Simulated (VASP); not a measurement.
The system is Sn2P3.

```
Sn P
1.0
     3.67398    0.00000    0.00000
    -1.83699    3.18176    0.00000
     0.00000    0.00000    9.77212
Sn P
2 3
Direct
  0.33333 0.66667 0.17667
  0.66667 0.33333 0.82333
  0.00000 0.00000 0.00000
  0.33333 0.66667 0.55700
  0.66667 0.33333 0.44300
```

| Quantity | Value |
| --- | --- |
| Program | VASP 6.6.1 |
| Task | relaxation of cell and atoms |
| Functional | PBE |
| Potentials or basis | VASP PAW PBE potentials, release 64 (Sn_d, P) |
| Cutoff | 600 eV |
| k mesh | 12 × 12 × 4 |
| Occupations | gaussian, width 0.1 eV |
| Spin | no spin polarisation |

At the start: pressure -0.2 GPa; volume 22.85 Å³/atom.

Where does the relaxation end?

Over 40 steps the energy falls by 27.3 meV/atom and the volume is 24.75 Å³/atom (+8.3 %); space group P-3m1 (No. 164, to 0.1 Å) before and after.

Step by step:
```tsv
step	energy change (eV)	largest force (eV/Å)	pressure (GPa)	volume (Å³)
1	0.0000	0.2310	-0.20	114.23
2	-0.0128	0.1093	-0.22	113.76
3	-0.0217	0.1311	-0.24	113.07
4	-0.0220	0.1826	-0.24	112.92
5	-0.0284	0.1082	0.44	111.88
6	-0.0294	0.0662	0.85	111.30
7	-0.0333	0.0646	0.84	111.46
8	-0.0442	0.0660	0.82	111.91
9	-0.0659	0.0212	0.94	112.73
10	-0.0786	0.3145	2.04	113.97
11	0.1486	1.5436	6.23	114.98
12	-0.0687	0.5519	2.60	114.13
13	-0.0724	0.5532	2.55	114.37
14	-0.0840	0.5595	2.40	115.08
15	-0.1010	0.5215	2.05	116.46
16	-0.0926	0.4210	1.63	119.09
17	-0.1025	0.4932	1.86	117.52
18	-0.1088	0.4206	1.62	117.79
19	-0.1222	0.2074	0.92	118.62
20	-0.1258	0.1980	-0.38	120.27
21	-0.1281	0.1026	0.09	119.64
22	-0.1281	0.1015	0.12	119.60
23	-0.1284	0.0965	0.12	119.65
24	-0.1291	0.0810	0.12	119.82
25	-0.1299	0.0498	0.12	120.14
26	-0.1293	0.1404	0.13	120.80
27	-0.1300	0.0753	0.12	120.35
28	-0.1304	0.0523	0.07	120.53
29	-0.1313	0.0333	-0.09	121.06
30	-0.1309	0.1546	-0.41	122.14
31	-0.1314	0.0688	-0.21	121.47
32	-0.1320	0.0701	-0.17	121.53
33	-0.1334	0.0736	-0.06	121.72
34	-0.1346	0.0800	0.19	122.10
35	-0.1356	0.0393	0.12	122.65
36	-0.1361	0.0321	0.01	123.60
37	-0.1362	0.0232	0.02	123.48
38	-0.1362	0.0189	-0.03	123.66
39	-0.1362	0.0196	-0.04	123.70
40	-0.1363	0.0100	-0.02	123.74
```

Final structure:
```yaml
crystal:
  lattice:
    - [3.41869, 0.00000, 0.00000]
    - [-1.70934, 2.96067, 0.00000]
    - [0.00000, 0.00000, 12.22573]
  atoms:
    - { symbol: Sn, position: [0.33333, 0.66667, 0.15862] }
    - { symbol: Sn, position: [0.66667, 0.33333, 0.84138] }
    - { symbol: P, position: [0.00000, 0.00000, 0.00000] }
    - { symbol: P, position: [0.33333, 0.66667, 0.54934] }
    - { symbol: P, position: [0.66667, 0.33333, 0.45066] }
```

Caveat: a cell axis changed by over 15 % at a fixed basis, so the end point is rough.
